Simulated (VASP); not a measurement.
# AlNi (Pm-3m) in VASP: notebook

Runs on AlNi. Level: PBE. Tasks: single point.

Everything below comes from runs of VASP 6.6.1. Logs are shortened: lines on timing, memory, paths and dates and some standing lists are left out, and cuts for length are marked.

**1. The cell of the first run**

The structure is cubic, space group Pm-3m (No. 221). The conventional cell has a = 2.881 Å, b = 2.881 Å, c = 2.881 Å, α = 90.00°, β = 90.00°, γ = 90.00°. Al (site symmetry m-3m) has 8 Ni at 2.50 Å and 6 Al at 2.88 Å within 3.3 Å. Within 3.3 Å of Ni (site symmetry m-3m) lie 8 Al at 2.50 Å and 6 Ni at 2.88 Å.

**2. Single point, PBE**

Input file INCAR:

```
SYSTEM = AlNi
PREC     = Accurate       ! precision mode
ENCUT    = 520            ! plane-wave cutoff, eV
EDIFF    = 1E-7           ! SCF threshold, eV
ISMEAR   = 0              ! smearing method
SIGMA    = 0.15           ! smearing width, eV
LREAL    = .False.        ! projectors in reciprocal space
LASPH    = .True.         ! aspherical terms in the spheres
NELM     = 80             ! most SCF steps
ALGO     = Normal         ! electronic algorithm
ISIF     = 2              ! what is computed and relaxed
LWAVE    = .False.        ! write WAVECAR
LCHARG   = .False.        ! write CHGCAR
GGA      = PE             ! functional
NBANDS   = 14             ! bands
```

Input file KPOINTS:

```
regular mesh
0
Gamma
  16 16 16
  0 0 0
```

Input file POSCAR:

```
AlNi
1.0
    2.8810000000      0.0000000000      0.0000000000
    0.0000000000      2.8810000000      0.0000000000
    0.0000000000      0.0000000000      2.8810000000
Al Ni
1 1
Direct
    0.0000000000      0.0000000000      0.0000000000
    0.5000000000      0.5000000000      0.5000000000
```

Potentials or basis: VASP PAW PBE potentials, release 64 (Al, Ni).

Run with:

```sh
cat potpaw_PBE.64/Al/POTCAR potpaw_PBE.64/Ni/POTCAR > POTCAR
mpirun -np 1 vasp_std > vasp.out
```

OUTCAR:

```text
SYSTEM = AlNi
   PREC = Accurate
   ENCUT = 520
   EDIFF = 1E-7
   ISMEAR = 0
   LREAL = .False.
   LASPH = .True.
   NELM = 80
   ISIF = 2
   GGA = PE

 ion  position               nearest neighbor table
   1  0.000  0.000  0.000-   2 2.50   2 2.50   2 2.50   2 2.50   2 2.50   2 2.50   2 2.50   2 2.50

   2  0.500  0.500  0.500-   1 2.50   1 2.50   1 2.50   1 2.50   1 2.50   1 2.50   1 2.50   1 2.50

  LATTYP: Found a simple cubic cell.
 ALAT       =     2.8810000000

  Lattice vectors:

 A1 = (   2.8810000000,   0.0000000000,   0.0000000000)
 A2 = (   0.0000000000,   2.8810000000,   0.0000000000)
 A3 = (   0.0000000000,   0.0000000000,   2.8810000000)

Analysis of symmetry for initial positions (statically):
=====================================================================
 Subroutine PRICEL returns:
 Original cell was already a primitive cell.

 Routine SETGRP: Setting up the symmetry group for a
 simple cubic supercell.

 Subroutine GETGRP returns: Found 48 space group operations
 (whereof 48 operations were pure point group operations)
 out of a pool of 48 trial point group operations.

The static configuration has the point symmetry O_h .

Analysis of symmetry for dynamics (positions and initial velocities):
=====================================================================
 Subroutine PRICEL returns:
 Original cell was already a primitive cell.

 Routine SETGRP: Setting up the symmetry group for a
 simple cubic supercell.

 Subroutine GETGRP returns: Found 48 space group operations
 (whereof 48 operations were pure point group operations)
 out of a pool of 48 trial point group operations.

The dynamic configuration has the point symmetry O_h .

 Subroutine INISYM returns: Found 48 space group operations
 (whereof 48 operations are pure point group operations),
 and found     1 'primitive' translations

----------------------------------------------------------------------------------------

                                     Primitive cell

  volume of cell :      23.9128

  direct lattice vectors                    reciprocal lattice vectors
     2.881000000  0.000000000  0.000000000     0.347101701  0.000000000  0.000000000
     0.000000000  2.881000000  0.000000000     0.000000000  0.347101701  0.000000000
     0.000000000  0.000000000  2.881000000     0.000000000  0.000000000  0.347101701

  length of vectors
     2.881000000  2.881000000  2.881000000     0.347101701  0.347101701  0.347101701

  position of ions in fractional coordinates (direct lattice)
     0.000000000  0.000000000  0.000000000
     0.500000000  0.500000000  0.500000000

  ion indices of the primitive-cell ions
   primitive index   ion index
                 1           1
                 2           2

----------------------------------------------------------------------------------------

 KPOINTS: regular mesh

Automatic generation of k-mesh.
 Grid dimensions read from file:
 generate k-points for:   16   16   16

 Generating k-lattice:

  Cartesian coordinates                     Fractional coordinates (reciprocal lattice)
     0.021693856  0.000000000  0.000000000     0.062500000  0.000000000  0.000000000
     0.000000000  0.021693856  0.000000000     0.000000000  0.062500000  0.000000000
     0.000000000  0.000000000  0.021693856     0.000000000  0.000000000  0.062500000

  Length of vectors
     0.021693856  0.021693856  0.021693856

  Shift w.r.t. Gamma in fractional coordinates (k-lattice)
     0.000000000  0.000000000  0.000000000

 Subroutine IBZKPT returns following result:
 ===========================================

 Found    165 irreducible k-points:

 Following reciprocal coordinates:
            Coordinates               Weight
  0.000000  0.000000  0.000000      1.000000
  0.062500  0.000000  0.000000      6.000000
  0.125000  0.000000  0.000000      6.000000
  0.187500  0.000000  0.000000      6.000000
  0.250000  0.000000  0.000000      6.000000
  0.312500  0.000000  0.000000      6.000000
[... 16 lines left out ...]
  0.437500  0.125000  0.000000     24.000000
  0.500000  0.125000  0.000000     12.000000
 [... further k-points ...]
   k-points           NKPTS =    165   k-points in BZ     NKDIM =    165   number of bands    NBANDS=     14
   number of dos      NEDOS =    301   number of ions     NIONS =      2
   total plane-waves  NPLWV =  13824
   dimension x,y,z NGX =    24 NGY =   24 NGZ =   24
   dimension x,y,z NGXF=    48 NGYF=   48 NGZF=   48
   ions per type =               1   1
   NGX,Y,Z   is equivalent  to a cutoff of  13.85, 13.85, 13.85 a.u.
   NGXF,Y,Z  is equivalent  to a cutoff of  27.70, 27.70, 27.70 a.u.
 SYSTEM =  AlNi
   PREC   = accura    normal or accurate (medium, high low for compatibility)
   ISTART =      0    job   : 0-new  1-cont  2-samecut
   ICHARG =      2    charge: 1-file 2-atom 10-const
   ISPIN  =      1    spin polarized calculation?
   LNONCOLLINEAR =      F non collinear calculations
   LSORBIT =      F    spin-orbit coupling
   LASPH  =      T    aspherical Exc in radial PAW
   ENCUT  =  520.0 eV  38.22 Ry    6.18 a.u.   5.36  5.36  5.36*2*pi/ulx,y,z
   NELM   =     80;   NELMIN=  2; NELMDL= -5     # of ELM steps
   EDIFF  = 0.1E-06   stopping-criterion for ELM
   LREAL  =      F    real-space projection
   EDIFFG = 0.1E-05   stopping-criterion for IOM
   NSW    =      0    number of steps for IOM
   IBRION =     -1    ionic relax: 0-MD 1-quasi-New 2-CG
   NFREE  =      0    steps in history (QN), initial steepest desc. (CG)
   ISIF   =      2    stress and relaxation
   ISYM   =      2    0-nonsym 1-usesym 2-fastsym
   POTIM  = 0.5000    time-step for ionic-motion
   TEBEG  =    0.0;   TEEND  =   0.0 temperature during run
   PSTRESS=    0.0 pullay stress
   NELECT =      13.0000    total number of electrons
   NUPDOWN=      -1.0000    fix difference up-down
   EMIN   =  10.00;   EMAX   =-10.00  energy-range for DOS
   EFERMI =   0.00;   METHOD = LEGACY
   ISMEAR =     0;   SIGMA  =   0.15  broadening in eV -4-tet -1-fermi 0-gaus
   EFERMI_NEDOS =   21; number of points for ismear=-14 and -15
   IALGO  =     38    algorithm
   IMIX   =      4    mixing-type and parameters
     AMIX     =   0.40;   BMIX     =  1.00
     AMIX_MAG =   1.60;   BMIX_MAG =  1.00
  volume/ion in A,a.u.               =      11.96        80.69
  Fermi-wavevector in a.u.,A,eV,Ry     =   1.336122  2.524904 24.289410  1.785221
  Thomas-Fermi vector in A             =   2.464773
   LORBIT       =      0    0 simple, 1 ext, 2 COOP (PROOUT), +10 PAW based schemes
   GGA     = PE    functional components
   LHFCALC =     F    Hartree Fock is set to
   AEXX    =    0.0000 exact exchange contribution
   IVDW    =     0    specifies the selected vdW correction
   LEPSILON=     F    determine dielectric tensor
   LRPA    =     F    only Hartree local field effects (RPA)
 non-spin polarized calculation
 Gauss-broadening in eV      SIGMA  =   0.15
  energy-cutoff  :      520.00
  volume of cell :       23.91
 maximum number of plane-waves:       661
 NGX is ok and might be reduce to    24
   NGX = 11   NGY = 11   NGZ = 11

 number of electron      13.0000015 magnetization

 Free energy of the ion-electron system (eV)
  ---------------------------------------------------
  ext. energy  EPLUGINS =         0.00000000
  ---------------------------------------------------
  free energy    TOTEN  =       -10.54173194 eV

  energy without entropy =      -10.53304075  energy(sigma->0) =      -10.53738634

 E-fermi :  10.0288     XC(G=0): -12.0482

 val. band max:       10.0287375494   @ k =   0.3750   0.3125   0.1250
 cond. band min:      10.0390142396   @ k =   0.3750   0.1875   0.1875
 fundamental gap:      0.0102766902
 Fermi energy:        10.0288366746

 k-point     1 :       0.0000    0.0000    0.0000
  band No.  band energies     occupation
      1      -1.1119      2.00000
      2       6.8016      2.00000
      3       6.8016      2.00000
      4       8.4867      2.00000
      5       8.4867      2.00000
      6       8.4867      2.00000
      7      15.5256      0.00000
      8      15.5256      0.00000
      9      15.5256      0.00000
     10      18.1510      0.00000
     11      18.1510      0.00000
     12      23.7681      0.00000
     13      30.9531      0.00000
     14      30.9531      0.00000

 k-point     2 :       0.0625    0.0000    0.0000
  band No.  band energies     occupation
      1      -1.0399      2.00000
      2       6.7965      2.00000
      3       6.8186      2.00000
      4       8.4553      2.00000
      5       8.4553      2.00000
      6       8.4900      2.00000
      7      14.7332      0.00000
      8      15.6209      0.00000
      9      15.6209      0.00000
     10      18.1553      0.00000
     11      18.8712      0.00000
     12      24.0200      0.00000
     13      30.0836      0.00000
     14      30.0836      0.00000

 k-point     3 :       0.1250    0.0000    0.0000
  band No.  band energies     occupation
      1      -0.8248      2.00000
      2       6.7672      2.00000
      3       6.8674      2.00000
      4       8.3682      2.00000
      5       8.3682      2.00000
      6       8.4995      2.00000
      7      13.3500      0.00000
      8      15.8999      0.00000
      9      15.8999      0.00000
     10      18.1682      0.00000
     11      20.0017      0.00000
     12      24.8205      0.00000
     13      28.5841      0.00000
     14      28.5841      0.00000
[... 324 lines left out ...]
 k-point    23 :       0.4375    0.1250    0.0000
  band No.  band energies     occupation
      1       2.4818      2.00000
      2       4.3661      2.00000
      3       7.3050      2.00000
      4       7.7380      2.00000
      5       7.8308      2.00000
      6       8.4715      2.00000
      7       9.4443      2.00000
      8      16.5059      0.00000
      9      18.3865      0.00000
     10      19.7061      0.00000
     11      21.3150      0.00000
     12      21.9013      0.00000
     13      25.2019      0.00000
     14      26.1335      0.00000

 k-point    24 :       0.5000    0.1250    0.0000
  band No.  band energies     occupation
      1       3.2789      2.00000
      2       3.5336      2.00000
      3       7.3348      2.00000
      4       7.7147      2.00000
      5       7.8081      2.00000
      6       8.4753      2.00000
      7       9.3765      2.00000
      8      16.9574      0.00000
      9      17.9411      0.00000
     10      20.4852      0.00000
     11      21.0286      0.00000
     12      21.2593      0.00000
     13      25.4019      0.00000
     14      26.0143      0.00000

 [... further k-points ...]

------------------------ aborting loop because EDIFF is reached ----------------------------------------

  FORCE on cell =-STRESS in cart. coord.  units (eV):
  Direction    XX          YY          ZZ          XY          YZ          ZX
  --------------------------------------------------------------------------------------
  -------------------------------------------------------------------------------------
  Total        0.3056427      0.3056427      0.3056427      0.0000000      0.0000000      0.0000000
  in kB       20.4783413     20.4783413     20.4783413      0.0000000      0.0000000      0.0000000
  external PRESSURE =      20.4783413 kB  Pullay stress =       0.0000000 kB

 VOLUME and BASIS-vectors are now :
 -----------------------------------------------------------------------------
  energy-cutoff  :      520.00
  volume of cell :       23.91
      direct lattice vectors                 reciprocal lattice vectors
     2.881000000  0.000000000  0.000000000     0.347101701  0.000000000  0.000000000
     0.000000000  2.881000000  0.000000000     0.000000000  0.347101701  0.000000000
     0.000000000  0.000000000  2.881000000     0.000000000  0.000000000  0.347101701

 POSITION                                       TOTAL-FORCE (eV/Angst)
 -----------------------------------------------------------------------------------
      0.00000      0.00000      0.00000         0.000000      0.000000      0.000000
      1.44050      1.44050      1.44050         0.000000      0.000000      0.000000
 -----------------------------------------------------------------------------------
    total drift:                                0.000000      0.000000     -0.000000

  FREE ENERGIE OF THE ION-ELECTRON SYSTEM (eV)
  ---------------------------------------------------
  free  energy   TOTEN  =       -10.5417319362 eV

  energy  without entropy=      -10.5330407469  energy(sigma->0) =      -10.53738634
```

Run time: 15 s. Hardware: 1 thread of Intel Xeon 6975P-C (Granite Rapids), shared host; peak memory 0.18 GiB.

Results:

- Free energy: -10.5417 eV
- Pressure: 2.0 GPa

Spin polarisation is off, so any magnetic state and its effect on volume and gap are missing.

(Continued in part 2 of 2.)
